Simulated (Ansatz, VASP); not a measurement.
**KYSe2: VASP beside Ansatz**

Contents of INCAR:

```
SYSTEM = KYSe2
PREC     = Accurate       ! precision mode
ENCUT    = 520            ! plane-wave cutoff, eV
EDIFF    = 1E-7           ! SCF threshold, eV
ISMEAR   = 0              ! smearing method
SIGMA    = 0.01           ! smearing width, eV
LREAL    = .FALSE.        ! projectors in reciprocal space
LASPH    = .TRUE.         ! aspherical terms in the spheres
NELM     = 80             ! most SCF steps
ALGO     = Normal         ! electronic algorithm
ISIF     = 2              ! what is computed and relaxed
LWAVE    = .FALSE.        ! write WAVECAR
LCHARG   = .FALSE.        ! write CHGCAR
GGA      = CA             ! functional
NBANDS   = 24             ! bands
```

Contents of KPOINTS:

```
regular mesh
0
G
  6 6 4
  0 0 0
```

Contents of POSCAR:

```
KYSe2
1.0
    4.3197464616      0.0000000000      0.0000000000
    0.0000000000      4.3197464616      0.0000000000
    0.0000000000      0.0000000000      5.8682760708
K Se Y
1 2 1
Direct
    0.0000000000      0.0000000000      0.0000000000
    0.0000000000      0.0000000000      0.5000000000
    0.5000000000      0.5000000000      0.0000000000
    0.5000000000      0.5000000000      0.5000000000
```

Input for Ansatz:

```yaml
crystal:
  lattice:
    - [4.3197464616, 0.0, 0.0]
    - [0.0, 4.3197464616, 0.0]
    - [0.0, 0.0, 5.8682760708]
  atoms:
    - { symbol: K, position: [0.0, 0.0, 0.0] }
    - { symbol: Se, position: [0.0, 0.0, 0.5] }
    - { symbol: "Y", position: [0.5, 0.5, 0.5] }
    - { symbol: Se, position: [0.5, 0.5, 0.0] }
kpoints:
  mp_grid: { grid: [6, 6, 4] }
  band_path:
    path:
      - [0.0, 0.0, 0.0]
      - [0.0, 0.5, 0.0]
      - [0.5, 0.5, 0.0]
      - [0.0, 0.0, 0.5]
      - [0.0, 0.5, 0.5]
      - [0.5, 0.5, 0.5]
    npoints: 1
hamiltonian:
  xc: lda
scf:
  occupations: { method: fixed }
  n_extra_bands: 5
output:
  forces: true
  stress: true
  eigenvalues: true
```

Alike in both runs: task single point; functional LDA; k mesh 6 × 6 × 4; no spin polarisation.

|  | VASP | Ansatz |
| --- | --- | --- |
| version | VASP 6.6.1 | Ansatz 0.2.0 |
| potentials or method | VASP PAW LDA potentials, release 64 (K_sv, Se, Y_sv) | plane waves, PAW |
| plane-wave cutoff (eV) | 520 | 420 |
| occupations | gaussian, width 0.01 eV | fixed |
| valence electrons in the cell | 32 | 52 |

```tsv
	VASP	Ansatz	Ansatz less VASP
gap on the k mesh at the Fermi level (eV)	0.08	0.09	+0.010
pressure (GPa)	-3.4	-3.6	-0.18
```

LDA's correlation is that of Perdew and Zunger in VASP and of Perdew and Wang (1992) in Ansatz. VASP's potentials hold 32 valence electrons a cell and Ansatz's 52, so a difference there can come from the potentials and not from the codes.
